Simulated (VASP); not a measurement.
A run of VASP 6.6.1 is set up as follows.

The input INCAR:

```
PREC = Accurate
ENCUT = 520
EDIFF = 1E-6
ISMEAR = -1
SIGMA = 0.05
LREAL = Auto
LASPH = True
NELM = 150
ALGO = Normal
ISIF = 2
LWAVE = False
LCHARG = False
ISPIN = 2
MAGMOM = 0 0 1.5 1.5 0 0 0 0 0 0 0 0 0 0 0 0 0 0 0 0 0 0 0 0 0 0
LORBIT = 11
LMAXMIX = 4
GGA = PS
NBANDS = 98
```

File KPOINTS:

```
Automatic mesh
0
Gamma
  2 1 1
```

File POSCAR:

```
LiVP2HO8
1.0
    4.8056430000      0.0000000000      0.0000000000
    0.0000000000      7.8987460000      0.0000000000
   -1.9137760000      0.0000000000      7.1222440000
Li V H P O
2 2 2 4 16
Direct
    0.8543174441      0.3763002380      0.3889925703
    0.1035328242      0.8408170107      0.5486753894
    0.2637452629      0.4975853129      0.7740537954
    0.7430680125      1.0031465754      0.2439259312
    0.2893982992      0.5020417165      0.2658853024
    0.7476686127      0.0119892449      0.7347403431
    0.8767088503      0.3499922646      0.0103197812
    0.1212975747      0.8540216384      0.9849704672
    0.3760343513      0.1404526744      0.5141076324
    0.6231473301      0.6519009473      0.4991825610
    0.8846878827      0.5579746456      0.6064942454
    0.7770895065      0.1795854684      0.0791183228
    0.9144390641      0.8432477763      0.1121697038
    0.0110296712      0.4481977266      0.1863878856
    0.1217375199      0.0396012228      0.3988068929
    0.2587975885      0.3056940937      0.5730497298
    1.0048627768      0.9590383081      0.8048025313
    0.0536271189      0.3360913239      0.8609224845
    0.3931524446      0.6765630899      0.6048515047
    0.5215631678      0.0317012346      0.6817654661
    0.2263045567      0.6774493065      0.9339331817
    0.3970755196      0.9524170039      0.1068062257
    0.5032423641      0.5432887701      0.3190567467
    0.5969775278      0.1629119356      0.3928677535
    0.7125409005      0.8199149587      0.4270704570
    0.6144041587      0.4518565352      0.9014153404
```

Potentials or basis: VASP PAW PBE potentials, release 64 (Li_sv, V_sv, H, P, O).

Run with:

```bash
$ cat potpaw_PBE.64/Li_sv/POTCAR potpaw_PBE.64/V_sv/POTCAR potpaw_PBE.64/H/POTCAR potpaw_PBE.64/P/POTCAR potpaw_PBE.64/O/POTCAR > POTCAR
$ mpirun -np 1 vasp_std > vasp.out
```

Problem. Predict the net moment.

Solution. 1.03 μB per cell.

Problem. What does it give for the largest force?

Solution. 2.506 eV/Å.

Problem. Estimate the site moments.

Solution. Li +0.00, -0.00; V +0.09, +0.92; H +0.00, -0.00; P +0.00, +0.01 (each value once); O +0.00, -0.00, -0.01, -0.03 (each value once) μB.

Forces in eV/Å, atoms in the order of the input:
```
Li  -0.114 -0.127  0.163
Li   0.194  0.329  0.810
V   -1.009  0.510 -1.416
V   -0.304 -0.353 -0.437
H   -0.147  0.112 -0.115
H    0.279 -0.339  0.329
P    0.131 -1.007  1.195
P    0.623  1.009 -0.914
P    1.090  0.669  0.633
P   -0.675  0.480 -2.365
O    1.083 -0.624  0.665
O    0.757  0.913 -1.127
O    0.442 -0.684 -0.370
O    0.558  0.101  0.331
O   -0.721 -0.583 -0.386
O    0.187  0.993 -0.147
O    0.888 -1.286  0.839
O    0.079 -0.565  1.287
O   -0.518 -0.549  0.846
O   -1.144  0.230  0.250
O   -0.427  0.409  0.280
O   -1.087 -0.835 -0.817
O    0.327 -0.338  0.210
O   -0.247  1.043  0.178
O    0.264  0.492  0.241
O   -0.508 -0.002 -0.163
```

Caveat: the k points lie up to 0.88 Å⁻¹ apart, too coarse for converged energies, forces and pressures; the PAW data sets were made with another functional, which shifts forces and pressure a little.
